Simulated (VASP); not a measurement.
## Ta: single point with r2SCAN

The system is Ta.

```xyz
1
Lattice="-1.6523 -1.6523 -1.6523 1.6523 1.6523 -1.6523 1.6523 -1.6523 1.6523" Properties=species:S:1:pos:R:3 pbc="T T T"
Ta    0.0000    0.0000    0.0000
```

```yaml
Program: VASP 6.6.1
Task: single point
Functional: r2SCAN
Potentials_or_basis: VASP PAW PBE potentials, release 64 (Ta_pv)
Cutoff: 520 eV
k_mesh: 18 × 18 × 18
Occupations: gaussian, width 0.1 eV
Spin: no spin polarisation
```

```
Pressure : 0.6 GPa
```

Levels at points of the mesh, in eV from the Fermi level:
```csv
k point,band 2,band 3,band 4,band 5,band 6,band 7,band 8,band 9,band 10,band 11
"(0.00, 0.00, 0.00)",-34.23,-34.23,-8.32,0.84,0.84,0.84,4.32,4.32,12.10,15.77
"(0.50, 0.00, 0.00)",-34.62,-34.24,-4.55,-1.56,1.46,4.20,5.26,8.07,12.07,12.38
"(0.50, 0.50, 0.50)",-35.08,-35.08,-3.93,-3.93,7.10,7.10,7.10,9.00,9.00,9.00
```

Run time: 56 s on 1 thread of Intel(R) Xeon(R) 6975P-C (Granite Rapids), on a shared host, peak memory 0.17 GiB.

Caveat: the PAW data sets were made with another functional, which shifts forces and pressure a little; spin-orbit coupling is left out, which moves the levels of the heavy elements.
